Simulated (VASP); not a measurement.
Write the native input for VASP 6.6.1 that does the following.

- Task: single point
- Functional: r2SCAN
- Potentials or basis: VASP PAW PBE potentials, release 64 (Hf_pv, H)
- Cutoff: 520 eV
- k mesh: 16 × 16 × 16
- Occupations: gaussian, width 0.1 eV
- Spin: no spin polarisation
- Dipole correction: no
- Further INCAR settings: ALGO = Normal; EDIFF = 1e-07; NBANDS = 13

The system is HfH2.

```
Hf H
1.0
    -1.82501    1.82501    2.28835
     1.82501   -1.82501    2.28835
     1.82501    1.82501   -2.28835
Hf H
1 2
Direct
  0.00000 0.00000 0.00000
  0.75000 0.25000 0.50000
  0.25000 0.75000 0.50000
```

This cell differs from its parent crystal: strained.

These files were run (other wordings do the same):

POSCAR

```
HfH2
1.0
   -1.8250109400      1.8250109400      2.2883475300
    1.8250109400     -1.8250109400      2.2883475300
    1.8250109400      1.8250109400     -2.2883475300
Hf H
1 2
Direct
    0.0000000000      0.0000000000      0.0000000000
    0.7500000000      0.2500000000      0.5000000000
    0.2500000000      0.7500000000      0.5000000000
```

INCAR.step1

```
ALGO = Normal
EDIFF = 1E-4
ENCUT = 520
GGA = PE
ISMEAR = 0
LASPH = True
LCHARG = False
LREAL = False
LWAVE = True
NBANDS = 13
NELM = 60
PREC = Accurate
SIGMA = 0.1
```

INCAR.step2

```
ALGO = Normal
EDIFF = 1E-7
ENCUT = 520
ISIF = 2
ISMEAR = 0
ISTART = 1
LASPH = True
LCHARG = False
LMIXTAU = True
LREAL = False
LWAVE = False
METAGGA = R2SCAN
NBANDS = 13
NELM = 60
PREC = Accurate
SIGMA = 0.1
```

KPOINTS

```
k-points
0
Gamma
  16 16 16
```

Potentials or basis: VASP PAW PBE potentials, release 64 (Hf_pv, H).

Run with:

```console
$ cat potpaw_PBE.64/Hf_pv/POTCAR potpaw_PBE.64/H/POTCAR > POTCAR
$ cp INCAR.step1 INCAR
$ mpirun -np 1 vasp_std > vasp.out
$ cp INCAR.step2 INCAR
$ mpirun -np 1 vasp_std > vasp.out
```

Results of the run:

```yaml
Pressure: -19.4 GPa
Band_gap_on_the_k_mesh: zero (bands 6 and 7 overlap by 1.01 eV)
```

Caveat: the cell differs from its parent crystal (strained); the cell stands under tension; the PAW data sets were made with another functional, which shifts forces and pressure a little; spin-orbit coupling is left out, which moves the levels of the heavy elements.

It took 7.9 min on 1 thread of AMD EPYC 7R13 Processor (Zen 3) (shared host), peak memory 0.25 GiB.
